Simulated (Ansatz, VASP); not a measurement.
# CaO in VASP and in Ansatz

```
Ca O
1.0
     0.00000    2.43519    2.43519
     2.43519    0.00000    2.43519
     2.43519    2.43519    0.00000
Ca O
1 1
Cartesian
  0.0000 0.0000 0.0000
  2.4352 2.4352 2.4352
```

Alike in both runs: task single point; functional b88 exchange, pbe correlation; k mesh 10 × 10 × 10; occupations fermi-dirac, width 0.05 eV; no spin polarisation.

|  | VASP | Ansatz |
| --- | --- | --- |
| version | VASP 6.6.1 | Ansatz 0.2.0 |
| potentials or method | VASP PAW PBE potentials, release 64 (Ca_sv, O) | Ansatz PAW |
| plane-wave cutoff (eV) | 600 | 420 |
| valence electrons in the cell | 16 | 16 |

VASP gave:

```
gap on the k mesh at the Fermi level (eV) : 3.67
least direct gap on the mesh (eV)         : 4.05
pressure (GPa)                            : -2.2
```

Question: What did Ansatz give for the same quantities?

Answer: gap on the k mesh at the Fermi level (eV): 3.69; least direct gap on the mesh (eV): 4.07; pressure (GPa): -2.5.

VASP's potentials were made for PBE, not for b88 exchange, pbe correlation.
